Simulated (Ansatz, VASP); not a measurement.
# Two plane-wave programs on CaSe

```
CELL_PARAMETERS angstrom
0.00000 2.89518 2.89518
2.89518 0.00000 2.89518
2.89518 2.89518 0.00000
ATOMIC_POSITIONS crystal
Ca 0.00000 0.00000 0.00000
Se 0.50000 0.50000 0.50000
```

Alike in both runs: functional LDA; k mesh 8 × 8 × 8; occupations gaussian, width 0.02 eV; no spin polarisation.

Ansatz relaxed the structure, and its values are those at the end. VASP's run is a single point on that final structure, the one shown.

```csv
,VASP,Ansatz
version,VASP 6.6.1,Ansatz 0.2.0
potentials or method,"VASP PAW LDA potentials, release 64 (Ca_sv, Se), cutoff 500 eV","scalar-relativistic, plane waves, PAW"
valence electrons in the cell,16,26
```

|  | VASP | Ansatz | Ansatz less VASP |
| --- | --- | --- | --- |
| gap on the k mesh at the Fermi level (eV) | 1.70 | 1.71 | +0.018 |
| least direct gap on the mesh (eV) | 2.70 | 2.71 | +0.016 |
| pressure (GPa) | 0.3 | 0.0 | -0.32 |

Ansatz warns that its potentials were made for another functional, while VASP's fit it. LDA's correlation is that of Perdew and Zunger in VASP and of Perdew and Wang (1992) in Ansatz. VASP's potentials hold 16 valence electrons a cell and Ansatz's 26, so a difference there can come from the potentials and not from the codes.
